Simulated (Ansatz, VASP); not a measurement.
# Two plane-wave programs on Te2Mo

```
Te Mo
1.0
     3.56355    0.00000    0.00000
    -1.78177    3.08612    0.00000
     0.00000    0.00000   14.72622
Te Mo
4 2
Direct
  0.33333 0.66667 0.62848
  0.66667 0.33333 0.12848
  0.33333 0.66667 0.87152
  0.66667 0.33333 0.37152
  0.33333 0.66667 0.25000
  0.66667 0.33333 0.75000
```

Alike in both runs: functional r2SCAN; k mesh 12 × 12 × 2; occupations gaussian, width 0.02 eV; no spin polarisation.

Ansatz relaxed the structure, and its values are those at the end. VASP's run is a single point on that final structure, the one shown.

|  | VASP | Ansatz |
| --- | --- | --- |
| version | VASP 6.6.1 | Ansatz 0.2.0 |
| potentials or method | VASP PAW PBE potentials, release 64 (Te, Mo_sv), cutoff 520 eV | scalar-relativistic, plane waves, PAW |
| valence electrons in the cell | 52 | 92 |

|  | VASP | Ansatz | Ansatz less VASP |
| --- | --- | --- | --- |
| gap on the k mesh at the Fermi level (eV) | 1.05 | 1.06 | +0.009 |
| least direct gap on the mesh (eV) | 1.06 | 1.06 | -0.002 |
| pressure (GPa) | 0.1 | 0.0 | -0.11 |
| rms of the force components (eV/Å) | 0.013 | 0.001 | -0.0122 |

VASP's potentials were made for PBE, not for r2SCAN. With one functional, cell and mesh, what is left measures potentials, basis and numerics. VASP's potentials hold 52 valence electrons a cell and Ansatz's 92, so a difference there can come from the potentials and not from the codes.

Spin-orbit coupling is off throughout.
